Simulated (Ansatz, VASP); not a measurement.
# C in VASP and in Ansatz

```
C
1.0
     4.12821    0.00000    0.00000
     0.00000    4.12821    0.00000
     0.00000    0.00000    2.78815
C
8
Direct
  0.31381 0.93120 0.50000
  0.68619 0.93120 0.00000
  0.68619 0.06880 0.50000
  0.93120 0.68619 0.00000
  0.93120 0.31381 0.50000
  0.31381 0.06880 0.00000
  0.06880 0.31381 0.00000
  0.06880 0.68619 0.50000
```

Alike in both runs: task single point; functional PBE; k mesh 4 × 4 × 6; occupations gaussian, width 0.1 eV; collinear spin.

|  | VASP | Ansatz |
| --- | --- | --- |
| version | VASP 6.6.1 | Ansatz 0.2.0 |
| potentials or method | VASP PAW PBE potentials, release 64 (C), cutoff 520 eV | scalar-relativistic, plane waves, PAW |
| valence electrons in the cell | 32 | 32 |

```csv
,VASP,Ansatz,Ansatz less VASP
gap on the k mesh at the Fermi level (eV),none,none,-
rms of the force components (eV/Å),0.793,0.794,+0.0009
net moment per atom (μB),0.00,0.00,0.000
```

Atom by atom the forces differ by 0.012 eV/Å (rms over components). A gap of «none» marks a metal or a gap that the smearing closes. Ansatz's warnings: seeded moment not kept.

The k mesh is coarse, so the values compare programs but aren't converged.
